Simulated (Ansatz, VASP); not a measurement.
## One calculation of Ca, two programs

INCAR

```
  PREC = Accurate
  ENCUT = 520
  EDIFF = 1E-6
  ISMEAR = 0
  SIGMA = 0.15
  LREAL = False
  LASPH = True
  NELM = 60
  ALGO = Fast
  ISIF = 2
  LWAVE = False
  LCHARG = True
  GGA = PE
  LELF = True
  LVHAR = True
  NBANDS = 11
```

The input KPOINTS:

```
Automatic mesh
0
Gamma
  16 16 16
```

The input POSCAR:

```
Ca
1.0
   -2.1500747810      2.1500747810      2.1961148100
    2.1500747810     -2.1500747810      2.1961148100
    2.1500747810      2.1500747810     -2.1961148100
Ca
1
Direct
    0.5000000000      0.5000000000      0.0000000000
```

Input for Ansatz:

```yaml
crystal:
  lattice:
    - [-2.150074781, 2.150074781, 2.19611481]
    - [2.150074781, -2.150074781, 2.19611481]
    - [2.150074781, 2.150074781, -2.19611481]
  atoms:
    - { symbol: Ca, position: [0.5, 0.5, 0.0] }
basis:
  ecutwfc: 420
kpoints:
  mp_grid: { grid: [16, 16, 16] }
hamiltonian:
  xc: pbe
scf:
  occupations: { method: gaussian, width: 0.15 }
output:
  forces: true
  stress: true
  eigenvalues: true
```

Change from the starting cell: strain -0.025 along x and y, +0.000 along z, atoms carried along.

Alike in both runs: task single point; functional PBE; k mesh 16 × 16 × 16; occupations gaussian, width 0.15 eV; no spin polarisation.

|  | VASP | Ansatz |
| --- | --- | --- |
| version | VASP 6.6.1 | Ansatz 0.2.0 |
| potentials or method | VASP PAW PBE potentials, release 64 (Ca_sv), cutoff 520 eV | scalar-relativistic, plane waves, PAW |
| valence electrons in the cell | 10 | 10 |

```tsv
	VASP	Ansatz	Ansatz less VASP
gap on the k mesh at the Fermi level (eV)	none	none	-
pressure (GPa)	0.7	0.6	-0.03
```

A gap of «none» marks a metal or a gap that the smearing closes.
